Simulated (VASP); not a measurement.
# TaIn2 (Fm-3m) in VASP: further runs

TaIn2 is run at these levels: PBE; tasks: single point, relaxation of cell and atoms.

All numbers are computed with VASP 6.6.1; they aren't measurements. Logs are shortened: lines on timing, memory, paths and dates and some standing lists are left out, and cuts for length are marked.

**1. The cell of the first run**

The structure is cubic, space group Fm-3m (No. 225). The conventional cell has a = 6.341 Å, b = 6.341 Å, c = 6.341 Å, α = 90.00°, β = 90.00°, γ = 90.00°. Ta (site symmetry m-3m) has 8 In at 2.75 Å within 3.6 Å. In (site symmetry -43m) has 4 Ta at 2.75 Å and 6 In at 3.17 Å within 3.6 Å.

**2. Single point, PBE**

INCAR reads:

```
ALGO     = Fast           # electronic algorithm
EDIFF    = 1E-6           # SCF threshold, eV
ENCUT    = 520            # plane-wave cutoff, eV
GGA      = PE             # functional
ISIF     = 2              # what is computed and relaxed
ISMEAR   = 0              # smearing method
LASPH    = T              # aspherical terms in the spheres
LCHARG   = F              # write CHGCAR
LREAL    = F              # projectors in reciprocal space
LWAVE    = F              # write WAVECAR
NBANDS   = 26             # bands
NELM     = 60             # most SCF steps
PREC     = Accurate       # precision mode
SIGMA    = 0.1            # smearing width, eV
```

KPOINTS reads:

```
k-points
0
Gamma
  6 6 6
```

POSCAR reads:

```
TaIn2
1.0
    0.0000000000      3.1705855639      3.1705855639
    3.1705855639      0.0000000000      3.1705855639
    3.1705855639      3.1705855639      0.0000000000
Ta In
1 2
Direct
    0.0000000000      0.0000000000      0.0000000000
    0.2500000000      0.2500000000      0.2500000000
    0.7500000000      0.7500000000      0.7500000000
```

Potentials or basis: VASP PAW PBE potentials, release 64 (Ta_pv, In_d).

Run with:

```console
> cat potpaw_PBE.64/Ta_pv/POTCAR potpaw_PBE.64/In_d/POTCAR > POTCAR
> mpirun -np 1 vasp_std > vasp.out
```

OUTCAR:

```text
EDIFF = 1E-6
   ENCUT = 520
   GGA = PE
   ISIF = 2
   ISMEAR = 0
   LASPH = T
   LREAL = F
   NELM = 60
   PREC = Accurate

 ion  position               nearest neighbor table
   1  0.000  0.000  0.000-   2 2.75   3 2.75   3 2.75   3 2.75   3 2.75   2 2.75   2 2.75   2 2.75

   2  0.250  0.250  0.250-   1 2.75   1 2.75   1 2.75   1 2.75   3 3.17   3 3.17   3 3.17   3 3.17
                             3 3.17   3 3.17
   3  0.750  0.750  0.750-   1 2.75   1 2.75   1 2.75   1 2.75   2 3.17   2 3.17   2 3.17   2 3.17
                             2 3.17   2 3.17

  LATTYP: Found a face centered cubic cell.
 ALAT       =     6.3411711278

  Lattice vectors:

 A1 = (   0.0000000000,   3.1705855639,   3.1705855639)
 A2 = (   3.1705855639,   0.0000000000,   3.1705855639)
 A3 = (   3.1705855639,   3.1705855639,   0.0000000000)

Analysis of symmetry for initial positions (statically):
=====================================================================
 Subroutine PRICEL returns:
 Original cell was already a primitive cell.

 Routine SETGRP: Setting up the symmetry group for a
 face centered cubic supercell.

 Subroutine GETGRP returns: Found 48 space group operations
 (whereof 48 operations were pure point group operations)
 out of a pool of 48 trial point group operations.

The static configuration has the point symmetry O_h .

Analysis of symmetry for dynamics (positions and initial velocities):
=====================================================================
 Subroutine PRICEL returns:
 Original cell was already a primitive cell.

 Routine SETGRP: Setting up the symmetry group for a
 face centered cubic supercell.

 Subroutine GETGRP returns: Found 48 space group operations
 (whereof 48 operations were pure point group operations)
 out of a pool of 48 trial point group operations.

The dynamic configuration has the point symmetry O_h .

 Subroutine INISYM returns: Found 48 space group operations
 (whereof 48 operations are pure point group operations),
 and found     1 'primitive' translations

----------------------------------------------------------------------------------------

                                     Primitive cell

  volume of cell :      63.7453

  direct lattice vectors                    reciprocal lattice vectors
     0.000000000  3.170585564  3.170585564    -0.157699576  0.157699576  0.157699576
     3.170585564  0.000000000  3.170585564     0.157699576 -0.157699576  0.157699576
     3.170585564  3.170585564  0.000000000     0.157699576  0.157699576 -0.157699576

  length of vectors
     4.483885105  4.483885105  4.483885105     0.273143678  0.273143678  0.273143678

  position of ions in fractional coordinates (direct lattice)
     0.000000000  0.000000000  0.000000000
     0.250000000  0.250000000  0.250000000
     0.750000000  0.750000000  0.750000000

  ion indices of the primitive-cell ions
   primitive index   ion index
                 1           1
                 2           2
                 3           3

----------------------------------------------------------------------------------------

 KPOINTS: k-points

Automatic generation of k-mesh.
 Grid dimensions read from file:
 generate k-points for:    6    6    6

 Generating k-lattice:

  Cartesian coordinates                     Fractional coordinates (reciprocal lattice)
    -0.026283263  0.026283263  0.026283263     0.166666667  0.000000000  0.000000000
     0.026283263 -0.026283263  0.026283263     0.000000000  0.166666667  0.000000000
     0.026283263  0.026283263 -0.026283263     0.000000000  0.000000000  0.166666667

  Length of vectors
     0.045523946  0.045523946  0.045523946

  Shift w.r.t. Gamma in fractional coordinates (k-lattice)
     0.000000000  0.000000000  0.000000000

 Subroutine IBZKPT returns following result:
 ===========================================

 Found     16 irreducible k-points:

 Following reciprocal coordinates:
            Coordinates               Weight
  0.000000  0.000000  0.000000      1.000000
  0.166667  0.000000  0.000000      8.000000
  0.333333  0.000000  0.000000      8.000000
  0.500000  0.000000  0.000000      4.000000
  0.166667  0.166667  0.000000      6.000000
  0.333333  0.166667  0.000000     24.000000
[... 8 lines left out ...]
 -0.333333  0.333333  0.166667     24.000000
 -0.333333  0.500000  0.166667     12.000000
   k-points           NKPTS =     16   k-points in BZ     NKDIM =     16   number of bands    NBANDS=     26
   number of dos      NEDOS =    301   number of ions     NIONS =      3
   total plane-waves  NPLWV =  46656
   dimension x,y,z NGX =    36 NGY =   36 NGZ =   36
   dimension x,y,z NGXF=    72 NGYF=   72 NGZF=   72
   ions per type =               1   2
   NGX,Y,Z   is equivalent  to a cutoff of  13.35, 13.35, 13.35 a.u.
   NGXF,Y,Z  is equivalent  to a cutoff of  26.69, 26.69, 26.69 a.u.
 SYSTEM =  unknown system
   PREC   = accura    normal or accurate (medium, high low for compatibility)
   ISTART =      0    job   : 0-new  1-cont  2-samecut
   ICHARG =      2    charge: 1-file 2-atom 10-const
   ISPIN  =      1    spin polarized calculation?
   LNONCOLLINEAR =      F non collinear calculations
   LSORBIT =      F    spin-orbit coupling
   LASPH  =      T    aspherical Exc in radial PAW
   ENCUT  =  520.0 eV  38.22 Ry    6.18 a.u.   8.34  8.34  8.34*2*pi/ulx,y,z
   NELM   =     60;   NELMIN=  2; NELMDL= -5     # of ELM steps
   EDIFF  = 0.1E-05   stopping-criterion for ELM
   LREAL  =      F    real-space projection
   EDIFFG = 0.1E-04   stopping-criterion for IOM
   NSW    =      0    number of steps for IOM
   IBRION =     -1    ionic relax: 0-MD 1-quasi-New 2-CG
   NFREE  =      0    steps in history (QN), initial steepest desc. (CG)
   ISIF   =      2    stress and relaxation
   ISYM   =      2    0-nonsym 1-usesym 2-fastsym
   POTIM  = 0.5000    time-step for ionic-motion
   TEBEG  =    0.0;   TEEND  =   0.0 temperature during run
   PSTRESS=    0.0 pullay stress
   NELECT =      37.0000    total number of electrons
   NUPDOWN=      -1.0000    fix difference up-down
   EMIN   =  10.00;   EMAX   =-10.00  energy-range for DOS
   EFERMI =   0.00;   METHOD = LEGACY
   ISMEAR =     0;   SIGMA  =   0.10  broadening in eV -4-tet -1-fermi 0-gaus
   EFERMI_NEDOS =   21; number of points for ismear=-14 and -15
   IALGO  =     68    algorithm
   IMIX   =      4    mixing-type and parameters
     AMIX     =   0.40;   BMIX     =  1.00
     AMIX_MAG =   1.60;   BMIX_MAG =  1.00
  volume/ion in A,a.u.               =      21.25       143.39
  Fermi-wavevector in a.u.,A,eV,Ry     =   1.365608  2.580624 25.373289  1.864884
  Thomas-Fermi vector in A             =   2.491821
   LORBIT       =      0    0 simple, 1 ext, 2 COOP (PROOUT), +10 PAW based schemes
   GGA     = PE    functional components
   LHFCALC =     F    Hartree Fock is set to
   AEXX    =    0.0000 exact exchange contribution
   IVDW    =     0    specifies the selected vdW correction
   LEPSILON=     F    determine dielectric tensor
   LRPA    =     F    only Hartree local field effects (RPA)
 non-spin polarized calculation
 RMM-DIIS sequential band-by-band and
 Gauss-broadening in eV      SIGMA  =   0.10
  energy-cutoff  :      520.00
  volume of cell :       63.75
 maximum number of plane-waves:      1759
 NGX is ok and might be reduce to    36
   NGX = 17   NGY = 17   NGZ = 17

 number of electron      37.0000011 magnetization

 Free energy of the ion-electron system (eV)
  ---------------------------------------------------
  ext. energy  EPLUGINS =         0.00000000
  ---------------------------------------------------
  free energy    TOTEN  =       -14.05416759 eV

  energy without entropy =      -14.03555011  energy(sigma->0) =      -14.04485885

 E-fermi :   8.1264     XC(G=0): -11.2499

 val. band max:        8.0570625947   @ k =   0.3333   0.0000   0.0000
 cond. band min:       8.1389170573   @ k =   0.1667   0.0000   0.0000
 fundamental gap:      0.0818544626
 Fermi energy:         8.1264062745

 k-point     1 :       0.0000    0.0000    0.0000
  band No.  band energies     occupation
      1     -26.6647      2.00000
      2     -26.6647      2.00000
      3     -26.6647      2.00000
      4      -6.7923      2.00000
      5      -6.7923      2.00000
      6      -6.5674      2.00000
[... 18 lines left out ...]
     25      13.9552      0.00000
     26      13.9554      0.00000

 k-point     2 :       0.1667    0.0000    0.0000
  band No.  band energies     occupation
      1     -26.6673      2.00000
      2     -26.6649      2.00000
      3     -26.6649      2.00000
      4      -6.7399      2.00000
      5      -6.7399      2.00000
      6      -6.5831      2.00000
[... 18 lines left out ...]
     25      14.2587      0.00000
     26      14.2587      0.00000

 k-point     3 :       0.3333    0.0000    0.0000
  band No.  band energies     occupation
      1     -26.6724      2.00000
      2     -26.6652      2.00000
      3     -26.6652      2.00000
      4      -6.5970      2.00000
      5      -6.5970      2.00000
      6      -6.5681      2.00000
[... 18 lines left out ...]
     25      15.2932      0.00000
     26      15.2933      0.00000

 k-point     4 :       0.5000    0.0000    0.0000
  band No.  band energies     occupation
      1     -26.6750      2.00000
      2     -26.6653      2.00000
      3     -26.6653      2.00000
      4      -6.5081      2.00000
      5      -6.4610      2.00000
      6      -6.4610      2.00000
[... 18 lines left out ...]
     25      15.7075      0.00000
     26      15.7079      0.00000
[... 264 lines left out ...]
      1     -26.6728      2.00000
      2     -26.6680      2.00000
      3     -26.6658      2.00000
      4      -6.6714      2.00000
      5      -6.6258      2.00000
      6      -6.4776      2.00000
[... 18 lines left out ...]
     25      15.6899      0.00000
     26      16.0231      0.00000

 k-point    15 :      -0.3333    0.3333    0.1667
  band No.  band energies     occupation
      1     -26.6725      2.00000
      2     -26.6699      2.00000
      3     -26.6660      2.00000
      4      -6.5873      2.00000
      5      -6.5831      2.00000
      6      -6.5691      2.00000
[... 18 lines left out ...]
     25      16.1666      0.00000
     26      16.3618      0.00000

 k-point    16 :      -0.3333    0.5000    0.1667
  band No.  band energies     occupation
      1     -26.6740      2.00000
      2     -26.6690      2.00000
      3     -26.6665      2.00000
      4      -6.6561      2.00000
      5      -6.6468      2.00000
      6      -6.5793      2.00000
[... 18 lines left out ...]
     25      15.8062      0.00000
     26      17.3746      0.00000

------------------------ aborting loop because EDIFF is reached ----------------------------------------

  FORCE on cell =-STRESS in cart. coord.  units (eV):
  Direction    XX          YY          ZZ          XY          YZ          ZX
  --------------------------------------------------------------------------------------
  -------------------------------------------------------------------------------------
  Total        8.0419798      8.0419798      8.0419798      0.0000000      0.0000000      0.0000000
  in kB      202.1273721    202.1273721    202.1273721      0.0000000      0.0000000      0.0000000
  external PRESSURE =     202.1273721 kB  Pullay stress =       0.0000000 kB

 VOLUME and BASIS-vectors are now :
 -----------------------------------------------------------------------------
  energy-cutoff  :      520.00
  volume of cell :       63.75
      direct lattice vectors                 reciprocal lattice vectors
     0.000000000  3.170585564  3.170585564    -0.157699576  0.157699576  0.157699576
     3.170585564  0.000000000  3.170585564     0.157699576 -0.157699576  0.157699576
     3.170585564  3.170585564  0.000000000     0.157699576  0.157699576 -0.157699576

 POSITION                                       TOTAL-FORCE (eV/Angst)
 -----------------------------------------------------------------------------------
      0.00000      0.00000      0.00000        -0.000000     -0.000000     -0.000000
      1.58529      1.58529      1.58529         0.000000      0.000000      0.000000
      4.75588      4.75588      4.75588        -0.000000     -0.000000     -0.000000
 -----------------------------------------------------------------------------------
    total drift:                                0.000000      0.000000      0.000000

  FREE ENERGIE OF THE ION-ELECTRON SYSTEM (eV)
  ---------------------------------------------------
  free  energy   TOTEN  =       -14.0541675922 eV

  energy  without entropy=      -14.0355501145  energy(sigma->0) =      -14.04485885
```

Wall time 24 s (1 thread of Intel Xeon 6975P-C (Granite Rapids), shared host); peak memory 0.21 GiB.

Results:

- Free energy: -14.0542 eV
- Pressure: 20.2 GPa
- Band gap on the k mesh: zero (an odd number of electrons rules out a gap without spin polarisation)

Levels at points of the mesh, in eV from the Fermi level:
```tsv
k point	band 15	band 16	band 17	band 18	band 19	band 20	band 21	band 22
(0.00, 0.00, 0.00)	-2.83	-2.83	-2.83	0.26	0.26	0.66	5.49	5.49
(0.50, 0.00, 0.00)	-6.37	-2.07	-2.07	-0.64	0.43	0.43	1.70	1.70
(0.50, 0.50, 0.00)	-5.30	-5.00	-1.54	-1.54	0.04	0.06	0.06	0.35
```

Caveat: the cell stands under pressure; spin-orbit coupling is left out, which moves the levels of the heavy elements.

**3. Single point, PBE**

This run uses another cell than the first one, of 25.44 Å³/atom.

INCAR reads:

```
ALGO     = Normal         # electronic algorithm
EDIFF    = 1E-6           # SCF threshold, eV
ENCUT    = 520            # plane-wave cutoff, eV
GGA      = PE             # functional
ISIF     = 2              # what is computed and relaxed
ISMEAR   = 0              # smearing method
LASPH    = True           # aspherical terms in the spheres
LCHARG   = False          # write CHGCAR
LREAL    = False          # projectors in reciprocal space
LWAVE    = False          # write WAVECAR
NBANDS   = 26             # bands
NELM     = 100            # most SCF steps
PREC     = Accurate       # precision mode
SIGMA    = 0.1            # smearing width, eV
```

KPOINTS is that of step 2.

POSCAR reads:

```
TaIn2
1.0
    0.0000000000      3.3665122811      3.3665122811
    3.3665122811      0.0000000000      3.3665122811
    3.3665122811      3.3665122811      0.0000000000
Ta In
1 2
Direct
    0.0000000000      0.0000000000      0.0000000000
    0.2500000000      0.2500000000      0.2500000000
    0.7500000000      0.7500000000      0.7500000000
```

Potentials or basis: VASP PAW PBE potentials, release 64 (Ta_pv, In_d).

Run with:

```console
> cat potpaw_PBE.64/Ta_pv/POTCAR potpaw_PBE.64/In_d/POTCAR > POTCAR
> mpirun -np 1 vasp_std > vasp.out
```

Run time: 24 s. Hardware: 1 thread of Intel Xeon 6975P-C (Granite Rapids), shared host; peak memory 0.21 GiB.

Results (log left out):

- Free energy: -14.7276 eV
- Pressure: 0.0 GPa
- Band gap on the k mesh: zero (an odd number of electrons rules out a gap without spin polarisation)

Levels at points of the mesh, in eV from the Fermi level:
```
           k point  band 14  band 15  band 16  band 17  band 18  band 19  band 20  band 21  band 22  band 23
(0.00, 0.00, 0.00)    -8.97    -2.27    -2.27    -2.27    -0.29     0.26     0.26     4.65     4.65     4.65
(0.50, 0.00, 0.00)    -6.83    -5.78    -1.64    -1.64    -0.79     0.42     0.42     1.37     1.37     2.51
(0.50, 0.50, 0.00)    -5.73    -4.60    -4.53    -1.27    -1.27    -0.11     0.04     0.04     0.45     4.23
```

Caveat: spin-orbit coupling is left out, which moves the levels of the heavy elements.

**4. Relaxation of cell and atoms, PBE**

INCAR reads:

```
SYSTEM = TaIn2
ALGO = Fast
EDIFF = 1E-6
EDIFFG = -0.04
ENCUT = 600
GGA = PE
IBRION = 2
ISIF = 3
ISMEAR = 0
LASPH = .True.
LCHARG = .False.
LREAL = .False.
LWAVE = .False.
NELM = 100
NSW = 90
PREC = Accurate
SIGMA = 0.1
```

KPOINTS reads:

```
k-points
0
Gamma
  6 6 6
  0 0 0
```

POSCAR reads:

```
TaIn2
1.0
    0.0000000000      3.1705855639      3.1705855639
    3.1705855639      0.0000000000      3.1705855639
    3.1705855639      3.1705855639      0.0000000000
Ta In
1 2
Direct
    0.0000000000      0.0000000000      0.0000000000
    0.2500000000      0.2500000000      0.2500000000
    0.7500000000      0.7500000000      0.7500000000
```

Run with:

```console
> cat potpaw_PBE.64/Ta_pv/POTCAR potpaw_PBE.64/In_d/POTCAR > POTCAR
> mpirun -np 1 vasp_std > vasp.out
```

Run time: 72 s. Hardware: 1 thread of Intel Xeon 6975P-C (Granite Rapids), shared host; peak memory 0.23 GiB.

The run converged. Its results:

| Quantity | Value |
| --- | --- |
| Free energy | -14.7243 eV |
| Relaxed volume | 25.47 Å³/atom |
| Relaxed cell | a = 4.763 Å, b = 4.763 Å, c = 4.763 Å, α = 60.00°, β = 60.00°, γ = 60.00° |
| Space group after relaxing (to 0.1 Å) | Fm-3m (No. 225) |
| Energy gained by relaxing | 223.2 meV/atom |
| Ionic steps | 4 |
| Pressure after relaxing | 0.0 GPa |
| Band gap on the k mesh | zero (an odd number of electrons rules out a gap without spin polarisation) |

Step by step:
```csv
step,energy change (eV),largest force (eV/Å),pressure (GPa),volume (Å³)
1,0.0000,0.0000,20.33,63.75
2,-0.1547,0.0000,-8.84,91.99
3,-0.6694,0.0000,-0.34,76.67
4,-0.6697,0.0000,-0.04,76.40
```

Final structure:
```xyz
3
Lattice="0.0000 3.3678 3.3678 3.3678 0.0000 3.3678 3.3678 3.3678 0.0000" Properties=species:S:1:pos:R:3 pbc="T T T"
Ta    0.0000    0.0000    0.0000
In    1.6839    1.6839    1.6839
In    5.0517    5.0517    5.0517
```

Levels at points of the mesh, in eV from the Fermi level:
```
           k point  band 15  band 16  band 17  band 18  band 19  band 20  band 21  band 22
(0.00, 0.00, 0.00)    -2.27    -2.27    -2.27    -0.30     0.26     0.26     4.64     4.64
(0.50, 0.00, 0.00)    -5.78    -1.64    -1.64    -0.79     0.42     0.42     1.37     1.37
(0.50, 0.50, 0.00)    -4.60    -4.53    -1.26    -1.26    -0.11     0.04     0.04     0.45
```

Caveat: the volume moved by over 15 % at a fixed basis, so the end points are rough; spin-orbit coupling is left out, which moves the levels of the heavy elements.

**5. Single point, PBE**

This run uses another cell than the first one, of 25.46 Å³/atom.

INCAR reads:

```
SYSTEM = TaIn2
ALGO = Fast ; EDIFF = 1E-6
ENCUT = 520 ; GGA = PE
ISIF = 2 ; ISMEAR = 0
LASPH = .True. ; LCHARG = .False.
LREAL = .False. ; LWAVE = .False.
NBANDS = 26 ; NELM = 80
PREC = Accurate ; SIGMA = 0.1
```

KPOINTS reads:

```
k-points
0
Gamma
  12 12 12
  0 0 0
```

POSCAR reads:

```
TaIn2
1.0
    0.0000000000      3.3677755249      3.3677755249
    3.3677755249      0.0000000000      3.3677755249
    3.3677755249      3.3677755249      0.0000000000
Ta In
1 2
Direct
    0.0000000000      0.0000000000      0.0000000000
    0.2500000000      0.2500000000      0.2500000000
    0.7500000000      0.7500000000      0.7500000000
```

Run with:

```console
> cat potpaw_PBE.64/Ta_pv/POTCAR potpaw_PBE.64/In_d/POTCAR > POTCAR
> mpirun -np 1 vasp_std > vasp.out
```

It took 86 s on 1 thread of Intel Xeon 6975P-C (Granite Rapids), shared host; peak memory 0.3 GiB.

It converged, with:

- Free energy: -14.7253 eV
- Pressure: 0.0 GPa
- Band gap on the k mesh: zero (an odd number of electrons rules out a gap without spin polarisation)

Levels at points of the mesh, in eV from the Fermi level:
| k point | band 15 | band 16 | band 17 | band 18 | band 19 | band 20 | band 21 | band 22 |
| --- | --- | --- | --- | --- | --- | --- | --- | --- |
| (0.00, 0.00, 0.00) | -2.23 | -2.23 | -2.23 | -0.26 | 0.30 | 0.30 | 4.68 | 4.68 |
| (0.50, 0.00, 0.00) | -5.74 | -1.60 | -1.60 | -0.75 | 0.46 | 0.46 | 1.41 | 1.41 |
| (0.50, 0.50, 0.00) | -4.56 | -4.49 | -1.23 | -1.23 | -0.07 | 0.08 | 0.08 | 0.49 |

Caveat: spin-orbit coupling is left out, which moves the levels of the heavy elements.

[end of part 1 of 2]
